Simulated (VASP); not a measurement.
Set up this calculation in VASP 6.6.1, as the native input.

| Item | Value |
| --- | --- |
| Task | single point |
| Functional | HSE06 |
| Potentials or basis | VASP PAW PBE potentials, release 64 (In_d) |
| Cutoff | 520 eV |
| k mesh | 5 × 5 × 5 |
| Occupations | fermi-dirac, width 0.05 eV |
| Spin | no spin polarisation |
| Dipole correction | no |
| Grid for exact exchange (PRECFOCK) | Normal |
| Further INCAR settings | ALGO = Normal; EDIFF = 1e-07; NBANDS = 12 |
| Share of exact exchange | 0.25 |
| Screening parameter | 0.2079 1/Å |

In:

```xyz
1
Lattice="-1.8825 1.8825 1.8825 1.8825 -1.8825 1.8825 1.8825 1.8825 -1.8825" Properties=species:S:1:pos:R:3 pbc="T T T"
In    0.0000    0.0000    0.0000
```

This isn't the form of In at room conditions, which is tetragonal.

The input as run:

POSCAR

```
In
1.0
   -1.8825252400      1.8825252400      1.8825252400
    1.8825252400     -1.8825252400      1.8825252400
    1.8825252400      1.8825252400     -1.8825252400
In
1
Direct
    0.0000000000      0.0000000000      0.0000000000
```

INCAR.step1

```
SYSTEM = In
  ALGO = Normal
  EDIFF = 1E-5
  ENCUT = 520
  GGA = PE
  ISIF = 2
  ISMEAR = -1
  LASPH = .TRUE.
  LREAL = .FALSE.
  LWAVE = .TRUE.
  NBANDS = 12
  NELM = 60
  PREC = Accurate
  SIGMA = 0.05
```

INCAR.step2

```
SYSTEM = In
  ALGO = Normal
  EDIFF = 1E-7
  ENCUT = 520
  GGA = PE
  HFSCREEN = 0.2079
  ISIF = 2
  ISMEAR = -1
  ISTART = 1
  LASPH = .TRUE.
  LCHARG = .TRUE.
  LELF = .TRUE.
  LHFCALC = .TRUE.
  LREAL = .FALSE.
  LVHAR = .TRUE.
  LWAVE = .FALSE.
  NBANDS = 12
  NELM = 60
  PREC = Accurate
  PRECFOCK = Normal
  SIGMA = 0.05
```

KPOINTS

```
k-points
0
G
  5 5 5
  0 0 0
```

Potentials or basis: VASP PAW PBE potentials, release 64 (In_d).

Launch:

```sh
$ cat potpaw_PBE.64/In_d/POTCAR > POTCAR
$ cp INCAR.step1 INCAR
$ mpirun -np 1 vasp_std > vasp.out
$ cp INCAR.step2 INCAR
$ mpirun -np 1 vasp_std > vasp.out
```

Results of the run:

The pressure is -0.4 GPa and the band gap on the k mesh is zero (an odd number of electrons rules out a gap without spin polarisation).

Caveat: the k points lie up to 0.47 Å⁻¹ apart, too coarse for converged energies and pressures of a metal; the PAW data sets were made with another functional, which shifts forces and pressure a little; spin-orbit coupling is left out, which moves the levels of the heavy elements.

It took 13 min on 1 thread of AMD EPYC 7R43 64-Core Processor (Zen 3), with other jobs on the host, peak memory 0.21 GiB.
